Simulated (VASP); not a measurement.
Here is a VASP 6.6.1 calculation.

The input INCAR:

```
SYSTEM = Ge4Pd
PREC     = Accurate       ! precision mode
ENCUT    = 520            ! plane-wave cutoff, eV
EDIFF    = 1E-6           ! SCF threshold, eV
ISMEAR   = 0              ! smearing method
SIGMA    = 0.1            ! smearing width, eV
LREAL    = .False.        ! projectors in reciprocal space
LASPH    = .True.         ! aspherical terms in the spheres
NELM     = 100            ! most SCF steps
ALGO     = Normal         ! electronic algorithm
ISIF     = 2              ! what is computed and relaxed
LWAVE    = .False.        ! write WAVECAR
LCHARG   = .False.        ! write CHGCAR
GGA      = PE             ! functional
NBANDS   = 41             ! bands
```

File KPOINTS:

```
regular mesh
0
Gamma
  4 4 4
  0 0 0
```

POSCAR

```
Ge4Pd
1.0
   -2.9823020286      2.9823020286      2.9823020286
    2.9823020286     -2.9823020286      2.9823020286
    2.9823020286      2.9823020286     -2.9823020286
Ge Pd
4 1
Direct
    0.5000000000      0.5000000000      0.5000000000
    0.0000000000      0.0000000000      0.5000000000
    0.0000000000      0.5000000000      0.0000000000
    0.5000000000      0.0000000000      0.0000000000
    0.0000000000      0.0000000000      0.0000000000
```

Potentials or basis: VASP PAW PBE potentials, release 64 (Ge_d, Pd).

The run is started by

```sh
$ cat potpaw_PBE.64/Ge_d/POTCAR potpaw_PBE.64/Pd/POTCAR > POTCAR
$ mpirun -np 1 vasp_std > vasp.out
```

(1) What does it give for the band gap on the k mesh?

(2) Estimate the pressure.

Results:

(1) zero (band 33 reaches 6.89 eV, above the bottom of band 34 at 3.73 eV).

(2) 0.1 GPa.

Caveat: the k points lie up to 0.37 Å⁻¹ apart.
